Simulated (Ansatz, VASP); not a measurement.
# CaSe in VASP and in Ansatz

Contents of INCAR:

```
ALGO = Normal ; EDIFF = 1E-6
ENCUT = 520 ; GGA = CA
ISIF = 2 ; ISMEAR = 0
LASPH = T ; LCHARG = F
LREAL = F ; LWAVE = F
NBANDS = 15 ; NELM = 60
PREC = Accurate ; SIGMA = 0.01
```

Contents of KPOINTS:

```
k-points
0
Gamma
  6 6 6
```

The input POSCAR:

```
CaSe
1.0
    0.0000000000      3.2795613712      3.2795613712
    3.2795613712      0.0000000000      3.2795613712
    3.2795613712      3.2795613712      0.0000000000
Ca Se
1 1
Direct
    0.0000000000      0.0000000000      0.0000000000
    0.2500000000      0.2500000000      0.2500000000
```

Input for Ansatz:

```yaml
crystal:
  lattice:
    - [0.0, 3.2795613712, 3.2795613712]
    - [3.2795613712, 0.0, 3.2795613712]
    - [3.2795613712, 3.2795613712, 0.0]
  atoms:
    - { symbol: Ca, position: [0.0, 0.0, 0.0] }
    - { symbol: Se, position: [0.25, 0.25, 0.25] }
kpoints:
  mp_grid: { grid: [6, 6, 6] }
hamiltonian:
  xc: lda
scf:
  occupations: { method: fixed }
output:
  optics:
    e_range: [0, 15]
    de: 0.05
    sigma: 0.05
    scissors: 0.6
    scheme: gaussian
    bands: { spectra_wanted_up_to: 15 }
```

Alike in both runs: task single point; functional LDA; k mesh 6 × 6 × 6; no spin polarisation.

```csv
,VASP,Ansatz
version,VASP 6.6.1,Ansatz 0.2.0
potentials or method,"VASP PAW LDA potentials, release 64 (Ca_sv, Se)","plane waves, PAW"
plane-wave cutoff (eV),520,420
occupations,"gaussian, width 0.01 eV",fixed
valence electrons in the cell,16,26
```

```tsv
	VASP	Ansatz	Ansatz less VASP
gap on the k mesh at the Fermi level (eV)	2.95	2.94	-0.014
```

LDA's correlation is that of Perdew and Zunger in VASP and of Perdew and Wang (1992) in Ansatz. VASP's potentials hold 16 valence electrons a cell and Ansatz's 26, so a difference there can come from the potentials and not from the codes.
